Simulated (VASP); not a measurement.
Set up this calculation in VASP 6.6.1, as the native input.

- Task: single point
- Functional: LDA
- Potentials or basis: VASP PAW LDA potentials, release 64 (Ta_pv, Cu)
- Cutoff: 520 eV
- k mesh: 9 × 9 × 9
- Occupations: fermi-dirac, width 0.05 eV
- Spin: no spin polarisation
- Dipole correction: no
- Further INCAR settings: ALGO = Fast; EDIFF = 1e-06; NBANDS = 30

The structure of Ta3Cu lies in POSCAR:

```
Ta3Cu
1.0
   -2.0065070000      2.0065070000      4.2081700000
    2.0065070000     -2.0065070000      4.2081700000
    2.0065070000      2.0065070000     -4.2081700000
Ta Cu
3 1
Direct
    0.5000000000      0.5000000000      0.0000000000
    0.2500000000      0.7500000000      0.5000000000
    0.7500000000      0.2500000000      0.5000000000
    0.0000000000      0.0000000000      0.0000000000
```

One way to write it, as run:

INCAR

```
PREC = Accurate ; ENCUT = 520
EDIFF = 1E-6 ; ISMEAR = -1
SIGMA = 0.05 ; LREAL = False
LASPH = True ; NELM = 80
ALGO = Fast ; ISIF = 2
LWAVE = False ; LCHARG = True
GGA = CA ; LELF = True
LVHAR = True ; NBANDS = 30
```

KPOINTS

```
regular mesh
0
Gamma
  9 9 9
```

Potentials or basis: VASP PAW LDA potentials, release 64 (Ta_pv, Cu).

Command:

```bash
$ cat potpaw_LDA.64/Ta_pv/POTCAR potpaw_LDA.64/Cu/POTCAR > POTCAR
$ mpirun -np 1 vasp_std > vasp.out
```

It gave:

```json
{
  "Pressure": "-10.8 GPa",
  "Band gap on the k mesh": "zero (band 22 reaches 6.77 eV, above the bottom of band 23 at 5.43 eV)"
}
```

Caveat: spin-orbit coupling is left out, which moves the levels of the heavy elements.

It took 6.6 min on 1 thread of AMD EPYC 7R43 64-Core Processor (Zen 3), with other jobs on the host, peak memory 0.24 GiB.
